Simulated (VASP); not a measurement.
# Ca (P6_3/mmc) in VASP: further runs

Runs on Ca. Level: PBE. Tasks: single point, relaxation of the atoms.

All numbers are computed with VASP 6.6.1; they aren't measurements. Logs are shortened: lines on timing, memory, paths and dates and some standing lists are left out, and cuts for length are marked.

## 1. The cell of the first run

It takes space group P6_3/mmc (No. 194, hexagonal). The conventional cell has a = 3.980 Å, b = 3.980 Å, c = 6.520 Å, α = 90.00°, β = 90.00°, γ = 120.00°. Within 5.2 Å of Ca (site symmetry -6m2) lie 12 Ca at 3.98 to 3.99 Å.

## 2. Single point, PBE

The input, INCAR:

```
SYSTEM = Ca
  ALGO = Normal
  EDIFF = 1E-6
  ENCUT = 520
  GGA = PE
  ISIF = 2
  ISMEAR = -1
  LASPH = .TRUE.
  LCHARG = .FALSE.
  LREAL = .FALSE.
  LWAVE = .FALSE.
  NBANDS = 17
  NELM = 80
  PREC = Accurate
  SIGMA = 0.05
```

The input, KPOINTS:

```
k-points
0
G
  8 8 5
  0 0 0
```

The input, POSCAR:

```
Ca
1.0
    3.9800000000      0.0000000000      0.0000000000
   -1.9900000000      3.4467811071      0.0000000000
    0.0000000000      0.0000000000      6.5200000000
Ca
2
Direct
    0.3333333333      0.6666666667      0.2500000000
    0.6666666667      0.3333333333      0.7500000000
```

Potentials or basis: VASP PAW PBE potentials, release 64 (Ca_sv).

Command:

```sh
> cat potpaw_PBE.64/Ca_sv/POTCAR > POTCAR
> mpirun -np 1 vasp_std > vasp.out
```

OUTCAR:

```text
SYSTEM = Ca
   EDIFF = 1E-6
   ENCUT = 520
   GGA = PE
   ISIF = 2
   ISMEAR = -1
   LASPH = .TRUE.
   LREAL = .FALSE.
   NELM = 80
   PREC = Accurate

 ion  position               nearest neighbor table
   1  0.333  0.667  0.250-
   2  0.667  0.333  0.750-

  LATTYP: Found a hexagonal cell.
 ALAT       =     3.9800000000
 C/A-ratio  =     1.6381909548

  Lattice vectors:

 A1 = (   3.9800000000,   0.0000000000,   0.0000000000)
 A2 = (  -1.9900000000,   3.4467811071,   0.0000000000)
 A3 = (   0.0000000000,   0.0000000000,   6.5200000000)

Analysis of symmetry for initial positions (statically):
=====================================================================
 Subroutine PRICEL returns:
 Original cell was already a primitive cell.

 Routine SETGRP: Setting up the symmetry group for a
 hexagonal supercell.

 Subroutine GETGRP returns: Found 24 space group operations
 (whereof 12 operations were pure point group operations)
 out of a pool of 24 trial point group operations.

The static configuration has the point symmetry D_3d.
 The point group associated with its full space group is D_6h.

Analysis of symmetry for dynamics (positions and initial velocities):
=====================================================================
 Subroutine PRICEL returns:
 Original cell was already a primitive cell.

 Routine SETGRP: Setting up the symmetry group for a
 hexagonal supercell.

 Subroutine GETGRP returns: Found 24 space group operations
 (whereof 12 operations were pure point group operations)
 out of a pool of 24 trial point group operations.

The dynamic configuration has the point symmetry D_3d.
 The point group associated with its full space group is D_6h.

 Subroutine INISYM returns: Found 24 space group operations
 (whereof 12 operations are pure point group operations),
 and found     1 'primitive' translations

----------------------------------------------------------------------------------------

                                     Primitive cell

  volume of cell :      89.4426

  direct lattice vectors                    reciprocal lattice vectors
     3.980000000  0.000000000  0.000000000     0.251256281  0.145062882  0.000000000
    -1.990000000  3.446781107  0.000000000     0.000000000  0.290125763  0.000000000
     0.000000000  0.000000000  6.520000000     0.000000000  0.000000000  0.153374233

  length of vectors
     3.980000000  3.980000000  6.520000000     0.290125763  0.290125763  0.153374233

  position of ions in fractional coordinates (direct lattice)
     0.333333333  0.666666667  0.250000000
     0.666666667  0.333333333  0.750000000

  ion indices of the primitive-cell ions
   primitive index   ion index
                 1           1
                 2           2

----------------------------------------------------------------------------------------

 KPOINTS: k-points

Automatic generation of k-mesh.
 Grid dimensions read from file:
 generate k-points for:    8    8    5

 Generating k-lattice:

  Cartesian coordinates                     Fractional coordinates (reciprocal lattice)
     0.031407035  0.018132860  0.000000000     0.125000000  0.000000000  0.000000000
     0.000000000  0.036265720  0.000000000     0.000000000  0.125000000  0.000000000
     0.000000000  0.000000000  0.030674847     0.000000000  0.000000000  0.200000000

  Length of vectors
     0.036265720  0.036265720  0.030674847

  Shift w.r.t. Gamma in fractional coordinates (k-lattice)
     0.000000000  0.000000000  0.000000000

 Subroutine IBZKPT returns following result:
 ===========================================

 Found     30 irreducible k-points:

 Following reciprocal coordinates:
            Coordinates               Weight
  0.000000  0.000000  0.000000      1.000000
  0.125000  0.000000  0.000000      6.000000
  0.250000  0.000000  0.000000      6.000000
  0.375000  0.000000  0.000000      6.000000
  0.500000  0.000000  0.000000      3.000000
  0.125000  0.125000  0.000000      6.000000
[... 16 lines left out ...]
  0.250000  0.000000  0.400000     12.000000
  0.375000  0.000000  0.400000     12.000000
 [... further k-points ...]
   k-points           NKPTS =     30   k-points in BZ     NKDIM =     30   number of bands    NBANDS=     17
   number of dos      NEDOS =    301   number of ions     NIONS =      2
   total plane-waves  NPLWV =  43200
   dimension x,y,z NGX =    30 NGY =   30 NGZ =   48
   dimension x,y,z NGXF=    60 NGYF=   60 NGZF=   96
   ions per type =               2
   NGX,Y,Z   is equivalent  to a cutoff of  12.53, 12.53, 12.24 a.u.
   NGXF,Y,Z  is equivalent  to a cutoff of  25.06, 25.06, 24.48 a.u.
 SYSTEM =  Ca
   PREC   = accura    normal or accurate (medium, high low for compatibility)
   ISTART =      0    job   : 0-new  1-cont  2-samecut
   ICHARG =      2    charge: 1-file 2-atom 10-const
   ISPIN  =      1    spin polarized calculation?
   LNONCOLLINEAR =      F non collinear calculations
   LSORBIT =      F    spin-orbit coupling
   LASPH  =      T    aspherical Exc in radial PAW
   ENCUT  =  520.0 eV  38.22 Ry    6.18 a.u.   7.40  7.40 12.12*2*pi/ulx,y,z
   NELM   =     80;   NELMIN=  2; NELMDL= -5     # of ELM steps
   EDIFF  = 0.1E-05   stopping-criterion for ELM
   LREAL  =      F    real-space projection
   EDIFFG = 0.1E-04   stopping-criterion for IOM
   NSW    =      0    number of steps for IOM
   IBRION =     -1    ionic relax: 0-MD 1-quasi-New 2-CG
   NFREE  =      0    steps in history (QN), initial steepest desc. (CG)
   ISIF   =      2    stress and relaxation
   ISYM   =      2    0-nonsym 1-usesym 2-fastsym
   POTIM  = 0.5000    time-step for ionic-motion
   TEBEG  =    0.0;   TEEND  =   0.0 temperature during run
   PSTRESS=    0.0 pullay stress
   NELECT =      20.0000    total number of electrons
   NUPDOWN=      -1.0000    fix difference up-down
   EMIN   =  10.00;   EMAX   =-10.00  energy-range for DOS
   EFERMI =   0.00;   METHOD = LEGACY
   ISMEAR =    -1;   SIGMA  =   0.05  broadening in eV -4-tet -1-fermi 0-gaus
   EFERMI_NEDOS =   21; number of points for ismear=-14 and -15
   IALGO  =     38    algorithm
   IMIX   =      4    mixing-type and parameters
     AMIX     =   0.40;   BMIX     =  1.00
     AMIX_MAG =   1.60;   BMIX_MAG =  1.00
  volume/ion in A,a.u.               =      44.72       301.79
  Fermi-wavevector in a.u.,A,eV,Ry     =   0.993657  1.877740 13.433783  0.987355
  Thomas-Fermi vector in A             =   2.125555
   LORBIT       =      0    0 simple, 1 ext, 2 COOP (PROOUT), +10 PAW based schemes
   GGA     = PE    functional components
   LHFCALC =     F    Hartree Fock is set to
   AEXX    =    0.0000 exact exchange contribution
   IVDW    =     0    specifies the selected vdW correction
   LEPSILON=     F    determine dielectric tensor
   LRPA    =     F    only Hartree local field effects (RPA)
 non-spin polarized calculation
  energy-cutoff  :      520.00
  volume of cell :       89.44
 maximum number of plane-waves:      2442
 NGX is ok and might be reduce to    30
   NGX = 15   NGY = 15   NGZ = 25

 number of electron      20.0000006 magnetization

 Free energy of the ion-electron system (eV)
  ---------------------------------------------------
  ext. energy  EPLUGINS =         0.00000000
  ---------------------------------------------------
  free energy    TOTEN  =        -3.85632299 eV

  energy without entropy =       -3.84024409  energy(sigma->0) =       -3.84828354

 E-fermi :   1.7849     XC(G=0):  -7.5583

 val. band max:        1.7685611425   @ k =   0.2500   0.2500   0.2000
 cond. band min:       1.8158592757   @ k =   0.2500   0.1250   0.0000
 fundamental gap:      0.0472981332
 Fermi energy:         1.7848836977

 k-point     1 :       0.0000    0.0000    0.0000
  band No.  band energies     occupation
      1     -40.4109      2.00000
      2     -40.4008      2.00000
      3     -21.4390      2.00000
      4     -21.3518      2.00000
      5     -21.3518      2.00000
      6     -21.3364      2.00000
[... 9 lines left out ...]
     16       4.2696      0.00000
     17       4.6417      0.00000

 k-point     2 :       0.1250    0.0000    0.0000
  band No.  band energies     occupation
      1     -40.4095      2.00000
      2     -40.4001      2.00000
      3     -21.4336      2.00000
      4     -21.3642      2.00000
      5     -21.3557      2.00000
      6     -21.3492      2.00000
[... 9 lines left out ...]
     16       4.3988      0.00000
     17       4.4382      0.00000

 k-point     3 :       0.2500    0.0000    0.0000
  band No.  band energies     occupation
      1     -40.4061      2.00000
      2     -40.3986      2.00000
      3     -21.4191      2.00000
      4     -21.3944      2.00000
      5     -21.3796      2.00000
      6     -21.3648      2.00000
[... 9 lines left out ...]
     16       4.5732      0.00000
     17       4.6064      0.00000

 k-point     4 :       0.3750    0.0000    0.0000
  band No.  band energies     occupation
      1     -40.4024      2.00000
      2     -40.3974      2.00000
      3     -21.4250      2.00000
      4     -21.4091      2.00000
      5     -21.4010      2.00000
      6     -21.3737      2.00000
[... 9 lines left out ...]
     16       5.0727      0.00000
     17       5.2906      0.00000
[... 343 lines left out ...]
      1     -40.4063      2.00000
      2     -40.4033      2.00000
      3     -21.4014      2.00000
      4     -21.3734      2.00000
      5     -21.3560      2.00000
      6     -21.3498      2.00000
[... 9 lines left out ...]
     16       4.1547      0.00000
     17       5.0590      0.00000

 k-point    23 :       0.2500    0.0000    0.4000
  band No.  band energies     occupation
      1     -40.4035      2.00000
      2     -40.4012      2.00000
      3     -21.4104      2.00000
      4     -21.3979      2.00000
      5     -21.3696      2.00000
      6     -21.3577      2.00000
[... 9 lines left out ...]
     16       4.4534      0.00000
     17       5.0734      0.00000

 k-point    24 :       0.3750    0.0000    0.4000
  band No.  band energies     occupation
      1     -40.4007      2.00000
      2     -40.3991      2.00000
      3     -21.4329      2.00000
      4     -21.4262      2.00000
      5     -21.3689      2.00000
      6     -21.3655      2.00000
[... 9 lines left out ...]
     16       4.7182      0.00000
     17       5.2642      0.00000

 [... further k-points ...]
[... 5 lines left out ...]
  --------------------------------------------------------------------------------------
  -------------------------------------------------------------------------------------
  Total       -0.4729194     -0.4729194     -0.4333546      0.0000000     -0.0000000      0.0000000
  in kB       -8.4713641     -8.4713641     -7.7626435      0.0000000     -0.0000000      0.0000000
  external PRESSURE =      -8.2351239 kB  Pullay stress =       0.0000000 kB

 VOLUME and BASIS-vectors are now :
 -----------------------------------------------------------------------------
  energy-cutoff  :      520.00
  volume of cell :       89.44
      direct lattice vectors                 reciprocal lattice vectors
     3.980000000  0.000000000  0.000000000     0.251256281  0.145062882  0.000000000
    -1.990000000  3.446781107  0.000000000     0.000000000  0.290125763  0.000000000
     0.000000000  0.000000000  6.520000000     0.000000000  0.000000000  0.153374233

 POSITION                                       TOTAL-FORCE (eV/Angst)
 -----------------------------------------------------------------------------------
     -0.00000      2.29785      1.63000         0.000000     -0.000000      0.000000
      1.99000      1.14893      4.89000        -0.000000      0.000000      0.000000
 -----------------------------------------------------------------------------------
    total drift:                                0.000000     -0.000000      0.000000

  FREE ENERGIE OF THE ION-ELECTRON SYSTEM (eV)
  ---------------------------------------------------
  free  energy   TOTEN  =        -3.8563229928 eV

  energy  without entropy=       -3.8402440921  energy(sigma->0) =       -3.84828354
```

It took 33 s on 1 thread of Intel Xeon Platinum 8375C at 2.90GHz (Ice Lake), shared host; peak memory 0.2 GiB.

What came out:

- Free energy: -3.8563 eV
- Pressure: -0.8 GPa
- Band gap on the k mesh: zero (band 10 reaches 2.05 eV, above the bottom of band 11 at 1.52 eV)

## 3. Relaxation of the atoms, PBE

The input, INCAR:

```
ALGO = Normal
EDIFF = 1E-6
EDIFFG = -0.02
ENCUT = 520
GGA = PE
IBRION = 2
ISIF = 2
ISMEAR = -1
LASPH = T
LCHARG = F
LREAL = F
LWAVE = F
NELM = 80
NSW = 80
PREC = Accurate
SIGMA = 0.05
```

The input, KPOINTS:

```
k-points
0
Gamma
  8 8 5
```

POSCAR is that of step 2.

Potentials or basis: VASP PAW PBE potentials, release 64 (Ca_sv).

Command:

```sh
> cat potpaw_PBE.64/Ca_sv/POTCAR > POTCAR
> mpirun -np 1 vasp_std > vasp.out
```

It took 32 s on 1 thread of Intel Xeon Platinum 8375C at 2.90GHz (Ice Lake), shared host; peak memory 0.2 GiB.

The run converged. Its results:

| Property | Result |
| --- | --- |
| Free energy | -3.8563 eV |
| Pressure after relaxing | -0.8 GPa |
| Band gap on the k mesh | zero (band 10 reaches 2.05 eV, above the bottom of band 11 at 1.52 eV) |

Final structure:
```
Ca
1.0
     3.98000    0.00000    0.00000
    -1.99000    3.44678    0.00000
     0.00000    0.00000    6.52000
Ca
2
Direct
  0.33333 0.66667 0.25000
  0.66667 0.33333 0.75000
```

Levels at points of the mesh, in eV from the Fermi level:
```
           k point  band 7  band 8  band 9  band 10  band 11  band 12  band 13  band 14
(0.00, 0.00, 0.00)  -23.12  -23.11   -3.97    -1.03    -0.26     2.18     2.20     2.20
(0.50, 0.00, 0.00)  -23.14  -23.14   -1.13    -0.72     0.24     0.38     1.30     1.82
```

Caveat: the relaxation stopped at its first step, so nothing moved.
